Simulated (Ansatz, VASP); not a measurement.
## One calculation of PtSe2, two programs

File INCAR:

```
SYSTEM = PtSe2
ALGO     = Normal         ! electronic algorithm
EDIFF    = 1E-7           ! SCF threshold, eV
ENCUT    = 520            ! plane-wave cutoff, eV
GGA      = PS             ! functional
ISIF     = 2              ! what is computed and relaxed
ISMEAR   = 0              ! smearing method
IVDW     = 12             ! dispersion correction
LASPH    = .TRUE.         ! aspherical terms in the spheres
LCHARG   = .FALSE.        ! write CHGCAR
LREAL    = .FALSE.        ! projectors in reciprocal space
LWAVE    = .FALSE.        ! write WAVECAR
NBANDS   = 18             ! bands
NELM     = 80             ! most SCF steps
PREC     = Accurate       ! precision mode
SIGMA    = 0.15           ! smearing width, eV
```

Contents of KPOINTS:

```
k-points
0
G
  12 12 8
  0 0 0
```

File POSCAR:

```
PtSe2
1.0
    4.0192794499      0.0000000000      0.0000000000
   -2.0096397250      3.2379517289      0.0000000000
    0.0000000000      0.0000000000      4.6296715343
Pt Se
1 2
Direct
    0.0000000000      0.0000000000      0.0000000000
    0.3333333333      0.6666666667      0.2721511594
    0.6666666667      0.3333333333      0.7278488406
```

Input for Ansatz:

```yaml
crystal:
  lattice:
    - [4.0192794499, 0.0, 0.0]
    - [-2.009639725, 3.2379517289, 0.0]
    - [0.0, 0.0, 4.6296715343]
  atoms:
    - { symbol: Pt, position: [0.0, 0.0, 0.0] }
    - { symbol: Se, position: [0.3333333333, 0.6666666667, 0.2721511594] }
    - { symbol: Se, position: [0.6666666667, 0.3333333333, 0.7278488406] }
basis:
  ecutwfc: 420
kpoints:
  mp_grid: { grid: [12, 12, 8] }
hamiltonian:
  xc: pbesol
  pseudopotentials: { kind: paw, azcp: { folder: soft_1 } }
  dispersion: d3bj
scf:
  occupations: { method: gaussian, width: 0.15 }
output:
  forces: true
  stress: true
  eigenvalues: true
```

Change from the starting cell: normal strain along x +0.0750, normal strain along y +0.0000.

Alike in both runs: task single point; functional PBEsol; dispersion D3(BJ); k mesh 12 × 12 × 8; occupations gaussian, width 0.15 eV; no spin polarisation.

```csv
,VASP,Ansatz
version,VASP 6.6.1,Ansatz 0.2.0
potentials or method,"VASP PAW PBE potentials, release 64 (Pt, Se), cutoff 520 eV","scalar-relativistic, plane waves, PAW"
valence electrons in the cell,22,50
```

|  | VASP | Ansatz | Ansatz less VASP |
| --- | --- | --- | --- |
| gap on the k mesh at the Fermi level (eV) | none | none | - |
| pressure (GPa) | -9.2 | -9.2 | -0.04 |
| traceless stress, the component that is largest in VASP (GPa) | -6.92 | -6.91 | +0.006 |
| rms of the force components (eV/Å) | 0.279 | 0.284 | +0.0044 |

VASP's potentials were made for PBE, not for PBEsol, and Ansatz warns of the same on its side. Atom by atom the forces differ by 0.005 eV/Å (rms over components). A gap of «none» marks a metal or a gap that the smearing closes. VASP's potentials hold 22 valence electrons a cell and Ansatz's 50, so a difference there can come from the potentials and not from the codes.

Neither program's run includes spin-orbit coupling.
